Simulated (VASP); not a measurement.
# Ni3Pt (Pm-3m) in VASP: further runs

The runs below take Ni3Pt through single point, with LDA.

Program: VASP 6.6.1. These are calculated values, not measurements. Logs are shortened: lines on timing, memory, paths and dates and some standing lists are left out, and cuts for length are marked.

## (1) The cell of the first run

The structure is cubic, space group Pm-3m (No. 221). Conventional cell: a = 3.308 Å, b = 3.308 Å, c = 3.308 Å, α = 90.00°, β = 90.00°, γ = 90.00°. Ni (site symmetry 4/mmm) has 8 Ni at 2.34 Å and 4 Pt at 2.34 Å within 3.1 Å. Within 3.1 Å of Pt (site symmetry m-3m) lie 12 Ni at 2.34 Å.

## (2) Single point, LDA (volume scaled by 0.76)

The input, INCAR:

```
PREC     = Accurate       # precision mode
ENCUT    = 520            # plane-wave cutoff, eV
EDIFF    = 1E-7           # SCF threshold, eV
ISMEAR   = -1             # smearing method
SIGMA    = 0.05           # smearing width, eV
LREAL    = F              # projectors in reciprocal space
LASPH    = T              # aspherical terms in the spheres
NELM     = 100            # most SCF steps
ALGO     = Normal         # electronic algorithm
ISIF     = 2              # what is computed and relaxed
LWAVE    = F              # write WAVECAR
LCHARG   = F              # write CHGCAR
NBANDS   = 28             # bands
```

The input, KPOINTS:

```
regular mesh
0
Gamma
  9 9 9
```

The input, POSCAR:

```
Ni3Pt
1.0
    3.3077090716      0.0000000000      0.0000000000
    0.0000000000      3.3077090716      0.0000000000
    0.0000000000      0.0000000000      3.3077090716
Ni Pt
3 1
Direct
    0.5000000000      0.0000000000      0.5000000000
    0.0000000000      0.5000000000      0.5000000000
    0.5000000000      0.5000000000      0.0000000000
    0.0000000000      0.0000000000      0.0000000000
```

Potentials or basis: VASP PAW LDA potentials, release 64 (Ni, Pt).

On the command line:

```bash
> cat potpaw_LDA.64/Ni/POTCAR potpaw_LDA.64/Pt/POTCAR > POTCAR
> mpirun -np 1 vasp_std > vasp.out
```

OUTCAR:

```text
PREC = Accurate
   ENCUT = 520
   EDIFF = 1E-7
   ISMEAR = -1
   LREAL = F
   LASPH = T
   NELM = 100
   ISIF = 2

 ion  position               nearest neighbor table
   1  0.500  0.000  0.500-   2 2.34   3 2.34   4 2.34   3 2.34   4 2.34   2 2.34   3 2.34   3 2.34
                             2 2.34   4 2.34   4 2.34   2 2.34
   2  0.000  0.500  0.500-   1 2.34   3 2.34   4 2.34   3 2.34   4 2.34   1 2.34   4 2.34   4 2.34
                             1 2.34   3 2.34   3 2.34   1 2.34
   3  0.500  0.500  0.000-   1 2.34   2 2.34   4 2.34   1 2.34   2 2.34   1 2.34   4 2.34   1 2.34
                             2 2.34   4 2.34   2 2.34   4 2.34
   4  0.000  0.000  0.000-   1 2.34   2 2.34   3 2.34   1 2.34   2 2.34   2 2.34   3 2.34   2 2.34
                             1 2.34   3 2.34   1 2.34   3 2.34

  LATTYP: Found a simple cubic cell.
 ALAT       =     3.3077090716

  Lattice vectors:

 A1 = (   3.3077090716,   0.0000000000,   0.0000000000)
 A2 = (   0.0000000000,   3.3077090716,   0.0000000000)
 A3 = (   0.0000000000,   0.0000000000,   3.3077090716)

Analysis of symmetry for initial positions (statically):
=====================================================================
 Subroutine PRICEL returns:
 Original cell was already a primitive cell.

 Routine SETGRP: Setting up the symmetry group for a
 simple cubic supercell.

 Subroutine GETGRP returns: Found 48 space group operations
 (whereof 48 operations were pure point group operations)
 out of a pool of 48 trial point group operations.

The static configuration has the point symmetry O_h .

Analysis of symmetry for dynamics (positions and initial velocities):
=====================================================================
 Subroutine PRICEL returns:
 Original cell was already a primitive cell.

 Routine SETGRP: Setting up the symmetry group for a
 simple cubic supercell.

 Subroutine GETGRP returns: Found 48 space group operations
 (whereof 48 operations were pure point group operations)
 out of a pool of 48 trial point group operations.

The dynamic configuration has the point symmetry O_h .

 Subroutine INISYM returns: Found 48 space group operations
 (whereof 48 operations are pure point group operations),
 and found     1 'primitive' translations

----------------------------------------------------------------------------------------

                                     Primitive cell

  volume of cell :      36.1894

  direct lattice vectors                    reciprocal lattice vectors
     3.307709072  0.000000000  0.000000000     0.302324049  0.000000000  0.000000000
     0.000000000  3.307709072  0.000000000     0.000000000  0.302324049  0.000000000
     0.000000000  0.000000000  3.307709072     0.000000000  0.000000000  0.302324049

  length of vectors
     3.307709072  3.307709072  3.307709072     0.302324049  0.302324049  0.302324049

  position of ions in fractional coordinates (direct lattice)
     0.500000000  0.000000000  0.500000000
     0.000000000  0.500000000  0.500000000
     0.500000000  0.500000000  0.000000000
     0.000000000  0.000000000  0.000000000

  ion indices of the primitive-cell ions
   primitive index   ion index
                 1           1
                 2           2
                 3           3
                 4           4

----------------------------------------------------------------------------------------

 KPOINTS: regular mesh

Automatic generation of k-mesh.
 Grid dimensions read from file:
 generate k-points for:    9    9    9

 Generating k-lattice:

  Cartesian coordinates                     Fractional coordinates (reciprocal lattice)
     0.033591561  0.000000000  0.000000000     0.111111111  0.000000000  0.000000000
     0.000000000  0.033591561  0.000000000     0.000000000  0.111111111  0.000000000
     0.000000000  0.000000000  0.033591561     0.000000000  0.000000000  0.111111111

  Length of vectors
     0.033591561  0.033591561  0.033591561

  Shift w.r.t. Gamma in fractional coordinates (k-lattice)
     0.000000000  0.000000000  0.000000000

 Subroutine IBZKPT returns following result:
 ===========================================

 Found     35 irreducible k-points:

 Following reciprocal coordinates:
            Coordinates               Weight
  0.000000  0.000000  0.000000      1.000000
  0.111111  0.000000  0.000000      6.000000
  0.222222  0.000000  0.000000      6.000000
  0.333333  0.000000  0.000000      6.000000
  0.444444  0.000000  0.000000      6.000000
  0.111111  0.111111  0.000000     12.000000
[... 16 lines left out ...]
  0.333333  0.333333  0.111111     24.000000
  0.444444  0.333333  0.111111     48.000000
 [... further k-points ...]
   k-points           NKPTS =     35   k-points in BZ     NKDIM =     35   number of bands    NBANDS=     28
   number of dos      NEDOS =    301   number of ions     NIONS =      4
   total plane-waves  NPLWV =  21952
   dimension x,y,z NGX =    28 NGY =   28 NGZ =   28
   dimension x,y,z NGXF=    56 NGYF=   56 NGZF=   56
   ions per type =               3   1
   NGX,Y,Z   is equivalent  to a cutoff of  14.07, 14.07, 14.07 a.u.
   NGXF,Y,Z  is equivalent  to a cutoff of  28.15, 28.15, 28.15 a.u.
 SYSTEM =  unknown system
   PREC   = accura    normal or accurate (medium, high low for compatibility)
   ISTART =      0    job   : 0-new  1-cont  2-samecut
   ICHARG =      2    charge: 1-file 2-atom 10-const
   ISPIN  =      1    spin polarized calculation?
   LNONCOLLINEAR =      F non collinear calculations
   LSORBIT =      F    spin-orbit coupling
   LASPH  =      T    aspherical Exc in radial PAW
   ENCUT  =  520.0 eV  38.22 Ry    6.18 a.u.   6.15  6.15  6.15*2*pi/ulx,y,z
   NELM   =    100;   NELMIN=  2; NELMDL= -5     # of ELM steps
   EDIFF  = 0.1E-06   stopping-criterion for ELM
   LREAL  =      F    real-space projection
   EDIFFG = 0.1E-05   stopping-criterion for IOM
   NSW    =      0    number of steps for IOM
   IBRION =     -1    ionic relax: 0-MD 1-quasi-New 2-CG
   NFREE  =      0    steps in history (QN), initial steepest desc. (CG)
   ISIF   =      2    stress and relaxation
   ISYM   =      2    0-nonsym 1-usesym 2-fastsym
   POTIM  = 0.5000    time-step for ionic-motion
   TEBEG  =    0.0;   TEEND  =   0.0 temperature during run
   PSTRESS=    0.0 pullay stress
   NELECT =      40.0000    total number of electrons
   NUPDOWN=      -1.0000    fix difference up-down
   EMIN   =  10.00;   EMAX   =-10.00  energy-range for DOS
   EFERMI =   0.00;   METHOD = LEGACY
   ISMEAR =    -1;   SIGMA  =   0.05  broadening in eV -4-tet -1-fermi 0-gaus
   EFERMI_NEDOS =   21; number of points for ismear=-14 and -15
   IALGO  =     38    algorithm
   IMIX   =      4    mixing-type and parameters
     AMIX     =   0.40;   BMIX     =  1.00
     AMIX_MAG =   1.60;   BMIX_MAG =  1.00
  volume/ion in A,a.u.               =       9.05        61.05
  Fermi-wavevector in a.u.,A,eV,Ry     =   1.692651  3.198647 38.981627  2.865069
  Thomas-Fermi vector in A             =   2.774199
   LORBIT       =      0    0 simple, 1 ext, 2 COOP (PROOUT), +10 PAW based schemes
   GGA     = CA    functional components
   LHFCALC =     F    Hartree Fock is set to
   AEXX    =    0.0000 exact exchange contribution
   IVDW    =     0    specifies the selected vdW correction
   LEPSILON=     F    determine dielectric tensor
   LRPA    =     F    only Hartree local field effects (RPA)
 non-spin polarized calculation
  energy-cutoff  :      520.00
  volume of cell :       36.19
 maximum number of plane-waves:       985
 NGX is ok and might be reduce to    28
   NGX = 13   NGY = 13   NGZ = 13

 number of electron      39.9999987 magnetization

 Free energy of the ion-electron system (eV)
  ---------------------------------------------------
  ext. energy  EPLUGINS =         0.00000000
  ---------------------------------------------------
  free energy    TOTEN  =       -25.22857484 eV

  energy without entropy =      -25.17656477  energy(sigma->0) =      -25.20256981

 E-fermi :  14.7933     XC(G=0): -15.3259

 val. band max:       14.7809265192   @ k =   0.1111   0.1111   0.0000
 cond. band min:      14.8126429420   @ k =   0.4444   0.2222   0.2222
 fundamental gap:      0.0317164228
 Fermi energy:        14.7932764685

 k-point     1 :       0.0000    0.0000    0.0000
  band No.  band energies     occupation
      1       2.9031      2.00000
      2       6.1349      2.00000
      3       6.1349      2.00000
      4       7.6019      2.00000
      5       7.6019      2.00000
      6       7.6019      2.00000
[... 20 lines left out ...]
     27      28.7357      0.00000
     28      28.7369      0.00000

 k-point     2 :       0.1111    0.0000    0.0000
  band No.  band energies     occupation
      1       3.1114      2.00000
      2       6.2407      2.00000
      3       6.2863      2.00000
      4       7.6698      2.00000
      5       7.6987      2.00000
      6       7.6987      2.00000
[... 20 lines left out ...]
     27      28.8647      0.00000
     28      28.8648      0.00000

 k-point     3 :       0.2222    0.0000    0.0000
  band No.  band energies     occupation
      1       3.7048      2.00000
      2       6.5281      2.00000
      3       6.6908      2.00000
      4       7.8591      2.00000
      5       7.9808      2.00000
      6       7.9808      2.00000
[... 20 lines left out ...]
     27      28.6467      0.00000
     28      28.6467      0.00000

 k-point     4 :       0.3333    0.0000    0.0000
  band No.  band energies     occupation
      1       4.5685      2.00000
      2       6.8981      2.00000
      3       7.1416      2.00000
      4       8.1175      2.00000
      5       8.4103      2.00000
      6       8.4103      2.00000
[... 578 lines left out ...]
     27      28.6093      0.00000
     28      30.1239      0.00000

 k-point    23 :       0.3333    0.3333    0.1111
  band No.  band energies     occupation
      1       6.0874      2.00000
      2       7.4299      2.00000
      3       7.9700      2.00000
      4       8.4494      2.00000
      5       8.9203      2.00000
      6       9.1061      2.00000
[... 20 lines left out ...]
     27      27.4758      0.00000
     28      28.8452      0.00000

 k-point    24 :       0.4444    0.3333    0.1111
  band No.  band energies     occupation
      1       6.7826      2.00000
      2       7.2824      2.00000
      3       8.1537      2.00000
      4       8.4307      2.00000
      5       8.9204      2.00000
      6       9.7391      2.00000
[... 20 lines left out ...]
     27      28.2305      0.00000
     28      29.1672      0.00000

 [... further k-points ...]

------------------------ aborting loop because EDIFF is reached ----------------------------------------

  FORCE on cell =-STRESS in cart. coord.  units (eV):
  Direction    XX          YY          ZZ          XY          YZ          ZX
  --------------------------------------------------------------------------------------
  -------------------------------------------------------------------------------------
  Total       22.7375631     22.7375631     22.7375631      0.0000000     -0.0000000     -0.0000000
  in kB     1006.6362988   1006.6362988   1006.6362988      0.0000000     -0.0000000     -0.0000000
  external PRESSURE =    1006.6362988 kB  Pullay stress =       0.0000000 kB

 VOLUME and BASIS-vectors are now :
 -----------------------------------------------------------------------------
  energy-cutoff  :      520.00
  volume of cell :       36.19
      direct lattice vectors                 reciprocal lattice vectors
     3.307709072  0.000000000  0.000000000     0.302324049  0.000000000  0.000000000
     0.000000000  3.307709072  0.000000000     0.000000000  0.302324049  0.000000000
     0.000000000  0.000000000  3.307709072     0.000000000  0.000000000  0.302324049

 POSITION                                       TOTAL-FORCE (eV/Angst)
 -----------------------------------------------------------------------------------
      1.65385      0.00000      1.65385         0.000000      0.000000      0.000000
      0.00000      1.65385      1.65385         0.000000      0.000000      0.000000
      1.65385      1.65385      0.00000         0.000000      0.000000      0.000000
      0.00000      0.00000      0.00000         0.000000      0.000000      0.000000
 -----------------------------------------------------------------------------------
    total drift:                                0.000000      0.000000      0.000000

  FREE ENERGIE OF THE ION-ELECTRON SYSTEM (eV)
  ---------------------------------------------------
  free  energy   TOTEN  =       -25.2285748443 eV

  energy  without entropy=      -25.1765647742  energy(sigma->0) =      -25.20256981
```

Wall time 37 s (1 thread of Intel Xeon Platinum 8488C (Sapphire Rapids), shared host); peak memory 0.16 GiB.

Results:

```yaml
Free_energy: -25.2286 eV
Pressure: 100.7 GPa
Band_gap_on_the_k_mesh: zero (band 20 reaches 15.65 eV, above the bottom of band 21 at 14.45 eV)
```

Caveat: spin-orbit coupling is left out, which moves the levels of the heavy elements. Spin polarisation is off, so any magnetic state and its effect on volume and gap are missing.

(Continued in part 2 of 3.)
